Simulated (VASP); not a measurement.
# Si2F3 (R32) in VASP: a series of runs

The runs below take Si2F3 through single point, with PBE.

Everything below comes from runs of VASP 6.6.1. Logs are shortened: lines on timing, memory, paths and dates and some standing lists are left out, and cuts for length are marked.

## (1) The cell of the first run

It takes space group R32 (No. 155, trigonal). The conventional cell has a = 5.442 Å, b = 5.442 Å, c = 6.543 Å, α = 90.00°, β = 90.00°, γ = 120.00°. Within 2.8 Å of Si (site symmetry 3) lie 6 F at 2.15 to 2.16 Å. F (site symmetry 2) has 4 Si at 2.15 to 2.16 Å and 4 F at 2.33 Å within 2.8 Å.

The cell was generated, and may not be a known phase.

## (2) Single point, PBE

INCAR reads:

```
SYSTEM = Si2F3
PREC     = Accurate       ! precision mode
ENCUT    = 520            ! plane-wave cutoff, eV
EDIFF    = 1E-7           ! SCF threshold, eV
ISMEAR   = 0              ! smearing method
SIGMA    = 0.1            ! smearing width, eV
LREAL    = .FALSE.        ! projectors in reciprocal space
LASPH    = .TRUE.         ! aspherical terms in the spheres
NELM     = 80             ! most SCF steps
ALGO     = Normal         ! electronic algorithm
ISIF     = 2              ! what is computed and relaxed
LWAVE    = .FALSE.        ! write WAVECAR
LCHARG   = .FALSE.        ! write CHGCAR
GGA      = PE             ! functional
NBANDS   = 22             ! bands
```

KPOINTS reads:

```
regular mesh
0
G
  6 6 6
  0 0 0
```

POSCAR reads:

```
Si2F3
1.0
    2.7209051000      1.5709152900      2.1809284600
   -2.7209051000      1.5709152900      2.1809284600
    0.0000000000     -3.1418305900      2.1809284600
Si F
2 3
Direct
    0.2578843500      0.2578843500      0.2578843500
    0.7421156500      0.7421156500      0.7421156500
    0.2467715700      0.7532284300      0.0000000000
    0.0000000000      0.2467715700      0.7532284300
    0.7532284300      0.0000000000      0.2467715700
```

Potentials or basis: VASP PAW PBE potentials, release 64 (Si, F).

Launch:

```bash
cat potpaw_PBE.64/Si/POTCAR potpaw_PBE.64/F/POTCAR > POTCAR
mpirun -np 1 vasp_std > vasp.out
```

OUTCAR:

```text
SYSTEM = Si2F3
   PREC = Accurate
   ENCUT = 520
   EDIFF = 1E-7
   ISMEAR = 0
   LREAL = .FALSE.
   LASPH = .TRUE.
   NELM = 80
   ISIF = 2
   GGA = PE

 ion  position               nearest neighbor table
   1  0.258  0.258  0.258-   5 2.15   3 2.15   4 2.15   5 2.16   3 2.16   4 2.16
   2  0.742  0.742  0.742-   4 2.15   3 2.15   5 2.15   4 2.16   3 2.16   5 2.16
   3  0.247  0.753  0.000-   1 2.15   2 2.15   1 2.16   2 2.16
   4  0.000  0.247  0.753-   2 2.15   1 2.15   2 2.16   1 2.16
   5  0.753  0.000  0.247-   1 2.15   2 2.15   1 2.16   2 2.16

  LATTYP: Found a trigonal (rhomboedric) cell.
 ALAT       =     3.8245978036
 COS(alpha) =    -0.0122440728

  Lattice vectors:

 A1 = (   2.7209051000,   1.5709152900,   2.1809284600)
 A2 = (  -2.7209051000,   1.5709152900,   2.1809284600)
 A3 = (   0.0000000000,  -3.1418305900,   2.1809284600)

Analysis of symmetry for initial positions (statically):
=====================================================================
 Subroutine PRICEL returns:
 Original cell was already a primitive cell.

 Routine SETGRP: Setting up the symmetry group for a
 trigonal (rhombohedral) supercell.

 Subroutine GETGRP returns: Found  6 space group operations
 (whereof  6 operations were pure point group operations)
 out of a pool of 12 trial point group operations.

The static configuration has the point symmetry D_3 .

Analysis of symmetry for dynamics (positions and initial velocities):
=====================================================================
 Subroutine PRICEL returns:
 Original cell was already a primitive cell.

 Routine SETGRP: Setting up the symmetry group for a
 trigonal (rhombohedral) supercell.

 Subroutine GETGRP returns: Found  6 space group operations
 (whereof  6 operations were pure point group operations)
 out of a pool of 12 trial point group operations.

The dynamic configuration has the point symmetry D_3 .

 Subroutine INISYM returns: Found  6 space group operations
 (whereof  6 operations are pure point group operations),
 and found     1 'primitive' translations

----------------------------------------------------------------------------------------

                                     Primitive cell

  volume of cell :      55.9318

  direct lattice vectors                    reciprocal lattice vectors
     2.720905100  1.570915290  2.180928460     0.183762381  0.106095260  0.152840104
    -2.720905100  1.570915290  2.180928460    -0.183762381  0.106095260  0.152840104
     0.000000000 -3.141830590  2.180928460     0.000000000 -0.212190520  0.152840104

  length of vectors
     3.824597804  3.824597804  3.824597809     0.261505095  0.261505095  0.261505094

  position of ions in fractional coordinates (direct lattice)
     0.257884350  0.257884350  0.257884350
     0.742115650  0.742115650  0.742115650
     0.246771570  0.753228430  0.000000000
     1.000000000  0.246771570  0.753228430
     0.753228430  1.000000000  0.246771570

  ion indices of the primitive-cell ions
   primitive index   ion index
                 1           1
                 2           2
                 3           3
                 4           4
                 5           5

----------------------------------------------------------------------------------------

 KPOINTS: regular mesh

Automatic generation of k-mesh.
 Grid dimensions read from file:
 generate k-points for:    6    6    6

 Generating k-lattice:

  Cartesian coordinates                     Fractional coordinates (reciprocal lattice)
     0.030627064  0.017682543  0.025473351     0.166666667 -0.000000000  0.000000000
    -0.030627064  0.017682543  0.025473351    -0.000000000  0.166666667  0.000000000
     0.000000000 -0.035365087  0.025473351     0.000000000  0.000000000  0.166666667

  Length of vectors
     0.043584182  0.043584182  0.043584182

  Shift w.r.t. Gamma in fractional coordinates (k-lattice)
     0.000000000  0.000000000  0.000000000

 Subroutine IBZKPT returns following result:
 ===========================================

 Found     32 irreducible k-points:

 Following reciprocal coordinates:
            Coordinates               Weight
  0.000000  0.000000  0.000000      1.000000
  0.166667  0.000000 -0.000000      6.000000
  0.333333  0.000000 -0.000000      6.000000
  0.500000  0.000000  0.000000      3.000000
  0.166667  0.166667 -0.000000      6.000000
  0.333333  0.166667 -0.000000     12.000000
[... 16 lines left out ...]
  0.500000  0.500000  0.166667      6.000000
 -0.333333  0.500000  0.166667     12.000000
 [... further k-points ...]
   k-points           NKPTS =     32   k-points in BZ     NKDIM =     32   number of bands    NBANDS=     22
   number of dos      NEDOS =    301   number of ions     NIONS =      5
   total plane-waves  NPLWV =  21952
   dimension x,y,z NGX =    28 NGY =   28 NGZ =   28
   dimension x,y,z NGXF=    56 NGYF=   56 NGZF=   56
   ions per type =               2   3
   NGX,Y,Z   is equivalent  to a cutoff of  12.17, 12.17, 12.17 a.u.
   NGXF,Y,Z  is equivalent  to a cutoff of  24.34, 24.34, 24.34 a.u.
 SYSTEM =  Si2F3
   PREC   = accura    normal or accurate (medium, high low for compatibility)
   ISTART =      0    job   : 0-new  1-cont  2-samecut
   ICHARG =      2    charge: 1-file 2-atom 10-const
   ISPIN  =      1    spin polarized calculation?
   LNONCOLLINEAR =      F non collinear calculations
   LSORBIT =      F    spin-orbit coupling
   LASPH  =      T    aspherical Exc in radial PAW
   ENCUT  =  520.0 eV  38.22 Ry    6.18 a.u.   7.11  7.11  7.11*2*pi/ulx,y,z
   NELM   =     80;   NELMIN=  2; NELMDL= -5     # of ELM steps
   EDIFF  = 0.1E-06   stopping-criterion for ELM
   LREAL  =      F    real-space projection
   EDIFFG = 0.1E-05   stopping-criterion for IOM
   NSW    =      0    number of steps for IOM
   IBRION =     -1    ionic relax: 0-MD 1-quasi-New 2-CG
   NFREE  =      0    steps in history (QN), initial steepest desc. (CG)
   ISIF   =      2    stress and relaxation
   ISYM   =      2    0-nonsym 1-usesym 2-fastsym
   POTIM  = 0.5000    time-step for ionic-motion
   TEBEG  =    0.0;   TEEND  =   0.0 temperature during run
   PSTRESS=    0.0 pullay stress
   NELECT =      29.0000    total number of electrons
   NUPDOWN=      -1.0000    fix difference up-down
   EMIN   =  10.00;   EMAX   =-10.00  energy-range for DOS
   EFERMI =   0.00;   METHOD = LEGACY
   ISMEAR =     0;   SIGMA  =   0.10  broadening in eV -4-tet -1-fermi 0-gaus
   EFERMI_NEDOS =   21; number of points for ismear=-14 and -15
   IALGO  =     38    algorithm
   IMIX   =      4    mixing-type and parameters
     AMIX     =   0.40;   BMIX     =  1.00
     AMIX_MAG =   1.60;   BMIX_MAG =  1.00
  volume/ion in A,a.u.               =      11.19        75.49
  Fermi-wavevector in a.u.,A,eV,Ry     =   1.315188  2.485345 23.534267  1.729720
  Thomas-Fermi vector in A             =   2.445388
   LORBIT       =      0    0 simple, 1 ext, 2 COOP (PROOUT), +10 PAW based schemes
   GGA     = PE    functional components
   LHFCALC =     F    Hartree Fock is set to
   AEXX    =    0.0000 exact exchange contribution
   IVDW    =     0    specifies the selected vdW correction
   LEPSILON=     F    determine dielectric tensor
   LRPA    =     F    only Hartree local field effects (RPA)
 non-spin polarized calculation
 Gauss-broadening in eV      SIGMA  =   0.10
  energy-cutoff  :      520.00
  volume of cell :       55.93
 maximum number of plane-waves:      1520
   NGX = 15   NGY = 15   NGZ = 15

 number of electron      28.9999998 magnetization

 Free energy of the ion-electron system (eV)
  ---------------------------------------------------
  ext. energy  EPLUGINS =         0.00000000
  ---------------------------------------------------
  free energy    TOTEN  =       -19.35021058 eV

  energy without entropy =      -19.33690935  energy(sigma->0) =      -19.34355997

 E-fermi :   8.2771     XC(G=0): -10.8454

 val. band max:        8.2705859841   @ k =   0.5000   0.1667   0.1667
 cond. band min:       8.3060982349   @ k =   0.5000   0.1667   0.0000
 fundamental gap:      0.0355122508
 Fermi energy:         8.2771202855

 k-point     1 :       0.0000    0.0000    0.0000
  band No.  band energies     occupation
      1     -19.6208      2.00000
      2     -17.9528      2.00000
      3     -17.9528      2.00000
      4      -2.3916      2.00000
      5      -1.9139      2.00000
      6      -1.9139      2.00000
[... 14 lines left out ...]
     21      15.5349      0.00000
     22      15.5349      0.00000

 k-point     2 :       0.1667    0.0000   -0.0000
  band No.  band energies     occupation
      1     -19.5485      2.00000
      2     -18.1430      2.00000
      3     -17.8311      2.00000
      4      -2.7354      2.00000
      5      -2.1461      2.00000
      6      -1.7184      2.00000
[... 14 lines left out ...]
     21      15.1184      0.00000
     22      16.6737      0.00000

 k-point     3 :       0.3333    0.0000   -0.0000
  band No.  band energies     occupation
      1     -19.3691      2.00000
      2     -18.3825      2.00000
      3     -17.7653      2.00000
      4      -3.1180      2.00000
      5      -2.2429      2.00000
      6      -1.7090      2.00000
[... 14 lines left out ...]
     21      15.4362      0.00000
     22      17.6272      0.00000

 k-point     4 :       0.5000    0.0000    0.0000
  band No.  band energies     occupation
      1     -19.2436      2.00000
      2     -18.5259      2.00000
      3     -17.7442      2.00000
      4      -3.1796      2.00000
      5      -2.5308      2.00000
      6      -1.7388      2.00000
[... 14 lines left out ...]
     21      15.8160      0.00000
     22      17.6624      0.00000

 k-point     5 :       0.1667    0.1667   -0.0000
  band No.  band energies     occupation
      1     -19.4615      2.00000
      2     -18.3040      2.00000
      3     -17.7504      2.00000
      4      -3.2214      2.00000
      5      -2.2712      2.00000
      6      -1.2218      2.00000
[... 14 lines left out ...]
     21      14.9106      0.00000
     22      17.6022      0.00000

 k-point     6 :       0.3333    0.1667   -0.0000
  band No.  band energies     occupation
      1     -19.2769      2.00000
      2     -18.4807      2.00000
      3     -17.7503      2.00000
      4      -3.5530      2.00000
      5      -2.3073      2.00000
      6      -1.6354      2.00000
[... 14 lines left out ...]
     21      15.3028      0.00000
     22      18.1162      0.00000

 k-point     7 :       0.5000    0.1667    0.0000
  band No.  band energies     occupation
      1     -19.1851      2.00000
      2     -18.5188      2.00000
      3     -17.8026      2.00000
      4      -3.4524      2.00000
      5      -2.6313      2.00000
      6      -1.7765      2.00000
[... 324 lines left out ...]
      6      -1.6980      2.00000
[... 14 lines left out ...]
     21      16.3873      0.00000
     22      17.2188      0.00000

 k-point    21 :      -0.3333    0.3333    0.1667
  band No.  band energies     occupation
      1     -19.1265      2.00000
      2     -18.3197      2.00000
      3     -18.0428      2.00000
      4      -3.5970      2.00000
      5      -3.2227      2.00000
      6      -1.5950      2.00000
[... 14 lines left out ...]
     21      16.5442      0.00000
     22      17.3446      0.00000

 k-point    22 :      -0.1667    0.3333    0.1667
  band No.  band energies     occupation
      1     -19.2516      2.00000
      2     -18.3795      2.00000
      3     -17.8718      2.00000
      4      -3.5624      2.00000
      5      -2.6368      2.00000
      6      -1.5686      2.00000
[... 14 lines left out ...]
     21      16.0122      0.00000
     22      17.7275      0.00000

 k-point    23 :       0.5000    0.5000    0.1667
  band No.  band energies     occupation
      1     -18.8988      2.00000
      2     -18.4927      2.00000
      3     -18.0793      2.00000
      4      -3.7749      2.00000
      5      -3.6500      2.00000
      6      -1.4630      2.00000
[... 14 lines left out ...]
     21      16.3594      0.00000
     22      16.7029      0.00000

 k-point    24 :      -0.3333    0.5000    0.1667
  band No.  band energies     occupation
      1     -18.9894      2.00000
      2     -18.4975      2.00000
      3     -17.9921      2.00000
      4      -3.8175      2.00000
      5      -3.3701      2.00000
      6      -1.5601      2.00000
[... 14 lines left out ...]
     21      16.1332      0.00000
     22      17.1999      0.00000

 [... further k-points ...]

------------------------ aborting loop because EDIFF is reached ----------------------------------------

  FORCE on cell =-STRESS in cart. coord.  units (eV):
  Direction    XX          YY          ZZ          XY          YZ          ZX
  --------------------------------------------------------------------------------------
  -------------------------------------------------------------------------------------
  Total       12.8214290     12.8214290      5.9961662      0.0000000     -0.0000000      0.0000000
  in kB      367.2723057    367.2723064    171.7613372      0.0000000     -0.0000003      0.0000000
  external PRESSURE =     302.1019831 kB  Pullay stress =       0.0000000 kB

 VOLUME and BASIS-vectors are now :
 -----------------------------------------------------------------------------
  energy-cutoff  :      520.00
  volume of cell :       55.93
      direct lattice vectors                 reciprocal lattice vectors
     2.720905100  1.570915290  2.180928460     0.183762381  0.106095260  0.152840104
    -2.720905100  1.570915290  2.180928460    -0.183762381  0.106095260  0.152840104
     0.000000000 -3.141830590  2.180928460     0.000000000 -0.212190520  0.152840104

 POSITION                                       TOTAL-FORCE (eV/Angst)
 -----------------------------------------------------------------------------------
      0.00000     -0.00000      1.68728         0.000000     -0.000000      0.647844
      0.00000     -0.00000      4.85550         0.000000      0.000000     -0.647844
     -1.37802      1.57092      2.18093        -0.861846      0.000000      0.000000
     -0.67144     -1.97886      2.18093         0.430923     -0.746381      0.000000
      2.04946      0.40794      2.18093         0.430923      0.746381      0.000000
 -----------------------------------------------------------------------------------
    total drift:                                0.000000      0.000000     -0.000000

  FREE ENERGIE OF THE ION-ELECTRON SYSTEM (eV)
  ---------------------------------------------------
  free  energy   TOTEN  =       -19.3502105845 eV

  energy  without entropy=      -19.3369093487  energy(sigma->0) =      -19.34355997
```

Run time: 16 s. Hardware: 1 thread of AMD EPYC 9R45 (Zen 5), shared host; peak memory 0.14 GiB.

What came out:

| Item | Value |
| --- | --- |
| Free energy | -19.3502 eV |
| Pressure | 30.2 GPa |
| Largest force | 0.862 eV/Å |
| Band gap on the k mesh | zero (an odd number of electrons rules out a gap without spin polarisation) |

Forces in eV/Å, atoms in the order of the input:
```
Si   0.000  0.000  0.648
Si   0.000  0.000 -0.648
F   -0.862  0.000  0.000
F    0.431 -0.746  0.000
F    0.431  0.746  0.000
```

Levels at points of the mesh, in eV from the Fermi level:
```csv
k point,band 12,band 13,band 14,band 15,band 16,band 17
"(0.00, 0.00, 0.00)",-7.67,-7.10,-2.04,1.36,1.36,1.46
"(0.50, 0.00, 0.00)",-7.28,-3.79,-3.56,0.43,0.45,2.39
"(0.50, 0.50, 0.00)",-6.46,-3.88,-2.52,-0.55,0.05,2.09
"(0.50, 0.50, 0.50)",-6.64,-3.03,-2.89,0.74,0.74,1.65
```

Caveat: the stress differs along the axes, from 17 to 37 GPa; an odd number of electrons without spin polarisation forces a metal; a magnetic or distorted state may lie lower.

(Part 1 of 2 ends here.)

The gap in the log of VASP goes by the Fermi energy; the results here count the filled bands.